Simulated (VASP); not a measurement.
Zr: relaxation of cell and atoms with PBEsol

Zr:

```
Zr
1.0
     3.18553    0.00000    0.00000
    -1.59276    2.75875    0.00000
     0.00000    0.00000    5.11277
Zr
2
Direct
  0.33333 0.66667 0.25000
  0.66667 0.33333 0.75000
```

```json
{"Program": "VASP 6.6.1", "Task": "relaxation of cell and atoms", "Functional": "PBEsol", "Potentials or basis": "VASP PAW PBE potentials, release 64 (Zr_sv)", "Cutoff": "600 eV", "k mesh": "16 × 16 × 10", "Occupations": "gaussian, width 0.05 eV", "Spin": "no spin polarisation", "Target pressure": "2 GPa", "Dipole correction": "no", "Further INCAR settings": "ALGO = Fast; EDIFF = 1e-06; IBRION = 2; EDIFFG = -0.01; NSW = 80; ISIF = 3"}
```

- Relaxed volume: 22.05 Å³/atom
- Relaxed cell: a = 3.164 Å, b = 3.164 Å, c = 5.087 Å, α = 90.00°, β = 90.00°, γ = 120.00°
- Space group after relaxing (to 0.1 Å): P6_3/mmc (No. 194)
- Energy change on relaxing (the run minimises the enthalpy): +2.6 meV/atom
- Ionic steps: 7
- Pressure after relaxing: 2.0 GPa
- Band gap on the k mesh: zero (bands 12 and 13 overlap by 1.28 eV)

Step by step:
```tsv
step	energy change (eV)	largest force (eV/Å)	pressure (GPa)	volume (Å³)
1	0.0000	0.0000	0.07	44.93
2	0.0227	0.0000	4.20	43.19
3	0.0053	0.0000	1.94	44.10
4	0.0056	0.0000	2.08	44.07
5	0.0048	0.0000	1.89	44.14
6	0.0051	0.0000	1.95	44.11
7	0.0052	0.0000	1.97	44.10
```

Final structure:
```yaml
crystal:
  lattice:
    - [3.16385, 0.00000, 0.00000]
    - [-1.58193, 2.73997, 0.00000]
    - [0.00000, 0.00000, 5.08688]
  atoms:
    - { symbol: Zr, position: [0.33333, 0.66667, 0.25000] }
    - { symbol: Zr, position: [0.66667, 0.33333, 0.75000] }
```

Levels at points of the mesh, in eV from the Fermi level:
```
           k point  band 8  band 9  band 10  band 11  band 12  band 13  band 14  band 15  band 16
(0.00, 0.00, 0.00)  -26.09   -5.77    -3.20     0.87     0.87     0.94     1.32     1.60     1.60
(0.50, 0.00, 0.00)  -26.22   -2.78    -2.60    -2.33    -0.06     0.56     0.78     1.50     5.29
(0.00, 0.00, 0.50)  -26.17   -4.01    -4.01    -0.01    -0.01     0.79     0.79     0.79     0.79
(0.50, 0.00, 0.50)  -26.36   -3.05    -3.05    -1.20    -1.20     1.85     1.85     2.34     2.34
```

Run time: 9 min on 1 thread of AMD EPYC 9R45 96-Core Processor (Zen 5), with other jobs on the host, peak memory 0.26 GiB.

Caveat: the cell is relaxed towards a set pressure, so the run minimises the enthalpy, not the energy; the PAW data sets were made with another functional, which shifts forces and pressure a little.
